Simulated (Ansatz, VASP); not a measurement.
**Ir in VASP and in Ansatz**

```
Ir
1.0
    -1.35037    1.35037    4.25630
     1.35037   -1.35037    4.25630
     1.35037    1.35037   -4.25630
Ir
2
Direct
  0.85627 0.85627 0.00000
  0.14373 0.14373 0.00000
```

Alike in both runs: functional PBEsol; k mesh 28 × 28 × 28; occupations gaussian, width 0.1 eV; no spin polarisation.

Ansatz relaxed the structure, and its values are those at the end. VASP's run is a single point on that final structure, the one shown.

```csv
,VASP,Ansatz
version,VASP 6.6.1,Ansatz 0.2.0
potentials or method,"VASP PAW PBE potentials, release 64 (Ir), cutoff 520 eV","scalar-relativistic, plane waves, PAW"
valence electrons in the cell,18,34
```

```csv
,VASP,Ansatz,Ansatz less VASP
gap on the k mesh at the Fermi level (eV),none,none,-
pressure (GPa),0.7,0.0,-0.68
rms of the force components (eV/Å),0.026,0.001,-0.0249
```

VASP's potentials were made for PBE, not for PBEsol. A gap of «none» marks a metal or a gap that the smearing closes. The functional is the same, so the differences come from potentials, cutoffs and numerics. VASP's potentials hold 18 valence electrons a cell and Ansatz's 34, so a difference there can come from the potentials and not from the codes.

Spin-orbit coupling is off throughout.
